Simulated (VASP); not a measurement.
# Al2SiF2 (P4/mmm) in VASP: single point with PBE

Aim: the single point of Al2SiF2 with PBE.

Everything below comes from runs of VASP 6.6.1. Logs are shortened: lines on timing, memory, paths and dates and some standing lists are left out, and cuts for length are marked.

## (1) The cell of the first run

Symmetry: P4/mmm, No. 123, tetragonal system. The conventional cell has a = 3.794 Å, b = 3.794 Å, c = 5.759 Å, α = 90.00°, β = 90.00°, γ = 90.00°. Within 4.0 Å of Al (site symmetry 4/mmm) lie 2 Si at 2.88 Å and 8 F at 2.92 Å and 12 Al at 3.79 to 3.94 Å. Al (site symmetry 4/mmm) has 2 F at 1.73 Å within 2.3 Å. Si (site symmetry 4/mmm) has 6 Al at 2.68 to 2.88 Å and 8 F at 3.19 Å within 3.5 Å. Within 2.3 Å of F (site symmetry 4mm) lie 1 Al at 1.73 Å and 1 F at 2.29 Å.

The cell was built from a structure type or drawn by symmetry, and may not be a known phase.

## (2) Single point, PBE

The input, INCAR:

```
SYSTEM = Al2SiF2
  PREC = Accurate
  ENCUT = 600
  EDIFF = 1E-6
  ISMEAR = 0
  SIGMA = 0.15
  LREAL = .FALSE.
  LASPH = .TRUE.
  NELM = 120
  ALGO = Normal
  ISIF = 2
  LWAVE = .FALSE.
  LCHARG = .TRUE.
  GGA = PE
  LELF = .TRUE.
  LVHAR = .TRUE.
  NBANDS = 20
  GGA_COMPAT = .FALSE.
```

The input, KPOINTS:

```
regular mesh
0
G
  4 4 2
  0 0 0
```

The input, POSCAR:

```
Al2SiF2
1.0
    3.7936543769      0.0000000000      0.0000000000
    0.0000000000      3.7936543769      0.0000000000
    0.0000000000      0.0000000000      5.7589262209
Al Si F
2 1 2
Direct
    0.5000000000      0.5000000000      0.0000000000
    0.0000000000      0.0000000000      0.5000000000
    0.5000000000      0.5000000000      0.5000000000
    0.0000000000      0.0000000000      0.1991220618
    0.0000000000      0.0000000000      0.8008779382
```

Potentials or basis: VASP PAW PBE potentials, release 64 (Al, Si, F).

Command:

```bash
$ cat potpaw_PBE.64/Al/POTCAR potpaw_PBE.64/Si/POTCAR potpaw_PBE.64/F/POTCAR > POTCAR
$ mpirun -np 1 vasp_std > vasp.out
```

OUTCAR:

```text
SYSTEM = Al2SiF2
   PREC = Accurate
   ENCUT = 600
   EDIFF = 1E-6
   ISMEAR = 0
   LREAL = .FALSE.
   LASPH = .TRUE.
   NELM = 120
   ISIF = 2
   GGA = PE

 ion  position               nearest neighbor table
   1  0.500  0.500  0.000-   3 2.88   3 2.88
   2  0.000  0.000  0.500-   4 1.73   5 1.73   3 2.68   3 2.68   3 2.68   3 2.68
   3  0.500  0.500  0.500-   2 2.68   2 2.68   2 2.68   2 2.68   1 2.88   1 2.88
   4  0.000  0.000  0.199-   2 1.73
   5  0.000  0.000  0.801-   2 1.73

  LATTYP: Found a simple tetragonal cell.
 ALAT       =     3.7936543769
 C/A-ratio  =     1.5180418796

  Lattice vectors:

 A1 = (   3.7936543769,   0.0000000000,   0.0000000000)
 A2 = (   0.0000000000,   3.7936543769,   0.0000000000)
 A3 = (   0.0000000000,   0.0000000000,   5.7589262209)

Analysis of symmetry for initial positions (statically):
=====================================================================
 Subroutine PRICEL returns:
 Original cell was already a primitive cell.

 Routine SETGRP: Setting up the symmetry group for a
 simple tetragonal supercell.

 Subroutine GETGRP returns: Found 16 space group operations
 (whereof 16 operations were pure point group operations)
 out of a pool of 16 trial point group operations.

The static configuration has the point symmetry D_4h.

Analysis of symmetry for dynamics (positions and initial velocities):
=====================================================================
 Subroutine PRICEL returns:
 Original cell was already a primitive cell.

 Routine SETGRP: Setting up the symmetry group for a
 simple tetragonal supercell.

 Subroutine GETGRP returns: Found 16 space group operations
 (whereof 16 operations were pure point group operations)
 out of a pool of 16 trial point group operations.

The dynamic configuration has the point symmetry D_4h.

 Subroutine INISYM returns: Found 16 space group operations
 (whereof 16 operations are pure point group operations),
 and found     1 'primitive' translations

----------------------------------------------------------------------------------------

                                     Primitive cell

  volume of cell :      82.8814

[... 77 lines left out ...]
   LSORBIT =      F    spin-orbit coupling
   LASPH  =      T    aspherical Exc in radial PAW
   ENCUT  =  600.0 eV  44.10 Ry    6.64 a.u.   7.58  7.58 11.50*2*pi/ulx,y,z
   NELM   =    120;   NELMIN=  2; NELMDL= -5     # of ELM steps
   EDIFF  = 0.1E-05   stopping-criterion for ELM
   LREAL  =      F    real-space projection
   EDIFFG = 0.1E-04   stopping-criterion for IOM
   NSW    =      0    number of steps for IOM
   IBRION =     -1    ionic relax: 0-MD 1-quasi-New 2-CG
   NFREE  =      0    steps in history (QN), initial steepest desc. (CG)
   ISIF   =      2    stress and relaxation
   ISYM   =      2    0-nonsym 1-usesym 2-fastsym
   POTIM  = 0.5000    time-step for ionic-motion
   TEBEG  =    0.0;   TEEND  =   0.0 temperature during run
   PSTRESS=    0.0 pullay stress
   NELECT =      24.0000    total number of electrons
   NUPDOWN=      -1.0000    fix difference up-down
   EMIN   =  10.00;   EMAX   =-10.00  energy-range for DOS
   EFERMI =   0.00;   METHOD = LEGACY
   ISMEAR =     0;   SIGMA  =   0.15  broadening in eV -4-tet -1-fermi 0-gaus
   EFERMI_NEDOS =   21; number of points for ismear=-14 and -15
   IALGO  =     38    algorithm
   IMIX   =      4    mixing-type and parameters
     AMIX     =   0.40;   BMIX     =  1.00
     AMIX_MAG =   1.60;   BMIX_MAG =  1.00
  volume/ion in A,a.u.               =      16.58       111.86
  Fermi-wavevector in a.u.,A,eV,Ry     =   1.083078  2.046720 15.960410  1.173057
  Thomas-Fermi vector in A             =   2.219135
   LORBIT       =      0    0 simple, 1 ext, 2 COOP (PROOUT), +10 PAW based schemes
   GGA     = PE    functional components
   LHFCALC =     F    Hartree Fock is set to
   AEXX    =    0.0000 exact exchange contribution
   IVDW    =     0    specifies the selected vdW correction
   LEPSILON=     F    determine dielectric tensor
   LRPA    =     F    only Hartree local field effects (RPA)
 non-spin polarized calculation
 Gauss-broadening in eV      SIGMA  =   0.15
  energy-cutoff  :      600.00
  volume of cell :       82.88
 maximum number of plane-waves:      2799
   NGX = 15   NGY = 15   NGZ = 23

 number of electron      24.0000019 magnetization

 Free energy of the ion-electron system (eV)
  ---------------------------------------------------
  ext. energy  EPLUGINS =         0.00000000
  ---------------------------------------------------
  free energy    TOTEN  =       -22.26537151 eV

  energy without entropy =      -22.26537032  energy(sigma->0) =      -22.26537091

 E-fermi :   4.4831     XC(G=0):  -9.3296

 val. band max:        4.0139983259   @ k =   0.5000   0.2500   0.0000
 cond. band min:       4.9409040606   @ k =   0.0000   0.0000   0.0000
 fundamental gap:      0.9269057346
 Fermi energy:         4.4830914814

 k-point     1 :       0.0000    0.0000    0.0000
  band No.  band energies     occupation
      1     -20.0266      2.00000
      2     -19.5624      2.00000
      3      -4.9208      2.00000
      4      -2.8401      2.00000
      5      -1.3169      2.00000
      6      -1.3169      2.00000
[... 265 lines left out ...]
     19      11.8904      0.00000
     20      12.8415      0.00000

------------------------ aborting loop because EDIFF is reached ----------------------------------------

  FORCE on cell =-STRESS in cart. coord.  units (eV):
  Direction    XX          YY          ZZ          XY          YZ          ZX
  --------------------------------------------------------------------------------------
  -------------------------------------------------------------------------------------
  Total       -0.0617294     -0.0617294      0.1354563      0.0000000     -0.0000000      0.0000000
  in kB       -1.1932896     -1.1932896      2.6185014      0.0000000     -0.0000000      0.0000000
  external PRESSURE =       0.0773074 kB  Pullay stress =       0.0000000 kB

 VOLUME and BASIS-vectors are now :
 -----------------------------------------------------------------------------
  energy-cutoff  :      600.00
  volume of cell :       82.88
      direct lattice vectors                 reciprocal lattice vectors
     3.793654377  0.000000000  0.000000000     0.263598077  0.000000000  0.000000000
     0.000000000  3.793654377  0.000000000     0.000000000  0.263598077  0.000000000
     0.000000000  0.000000000  5.758926221     0.000000000  0.000000000  0.173643482

 POSITION                                       TOTAL-FORCE (eV/Angst)
 -----------------------------------------------------------------------------------
      1.89683      1.89683      0.00000        -0.000000     -0.000000      0.000000
      0.00000      0.00000      2.87946        -0.000000     -0.000000      0.000000
      1.89683      1.89683      2.87946        -0.000000     -0.000000      0.000000
      0.00000      0.00000      1.14673        -0.000000      0.000000     -0.044205
      0.00000      0.00000      4.61220         0.000000      0.000000      0.044205
 -----------------------------------------------------------------------------------
    total drift:                                0.000000     -0.000000      0.000000

  FREE ENERGIE OF THE ION-ELECTRON SYSTEM (eV)
  ---------------------------------------------------
  free  energy   TOTEN  =       -22.2653715091 eV

  energy  without entropy=      -22.2653703162  energy(sigma->0) =      -22.26537091
```

OSZICAR:

```text
N       E                     dE             d eps       ncg     rms          rms(c)
DAV:   1     0.102924269038E+03    0.10292E+03   -0.12152E+04   480   0.117E+03
DAV:   2    -0.166434471855E+02   -0.11957E+03   -0.11523E+03   604   0.218E+02
DAV:   3    -0.240716281035E+02   -0.74282E+01   -0.73914E+01   568   0.562E+01
DAV:   4    -0.241283403081E+02   -0.56712E-01   -0.56704E-01   560   0.563E+00
DAV:   5    -0.241290782747E+02   -0.73797E-03   -0.73796E-03   588   0.640E-01    0.807E+00
DAV:   6    -0.223448190251E+02    0.17843E+01   -0.67204E+00   524   0.206E+01    0.351E+00
DAV:   7    -0.222954459053E+02    0.49373E-01   -0.52070E-01   540   0.434E+00    0.170E+00
DAV:   8    -0.222657072290E+02    0.29739E-01   -0.11210E-01   548   0.224E+00    0.464E-01
DAV:   9    -0.222647844430E+02    0.92279E-03   -0.13869E-02   564   0.852E-01    0.174E-01
DAV:  10    -0.222652831803E+02   -0.49874E-03   -0.22795E-03   532   0.262E-01    0.625E-02
DAV:  11    -0.222653520511E+02   -0.68871E-04   -0.81565E-05   564   0.652E-02    0.359E-02
DAV:  12    -0.222653717327E+02   -0.19682E-04   -0.40167E-05   528   0.382E-02    0.796E-03
DAV:  13    -0.222653721128E+02   -0.38010E-06   -0.13586E-05   540   0.276E-02    0.609E-03
DAV:  14    -0.222653715091E+02    0.60373E-06   -0.24200E-06   456   0.133E-02
   1 F= -.22265372E+02 E0= -.22265371E+02  d E =-.119283E-05
```

Wall time 20 s (1 thread of Intel Xeon Platinum 8259CL at 2.50GHz (Skylake/Cascade Lake), shared host); peak memory 0.2 GiB.

Results:

```
Free energy            : -22.2654 eV
Pressure               : 0.0 GPa
Largest force          : 0.044 eV/Å
Band gap on the k mesh : zero (bands 12 and 13 overlap by 1.98 eV)
```

Forces in eV/Å, atoms in the order of the input:
```
Al   0.000  0.000  0.000
Al   0.000  0.000  0.000
Si   0.000  0.000  0.000
F    0.000  0.000 -0.044
F    0.000  0.000  0.044
```

Stress tensor (GPa, compression positive):
```
-0.12  0.00  0.00
 0.00 -0.12  0.00
 0.00  0.00  0.26
```

Caveat: the k points lie up to 0.55 Å⁻¹ apart, too coarse for converged energies and pressures of a metal.
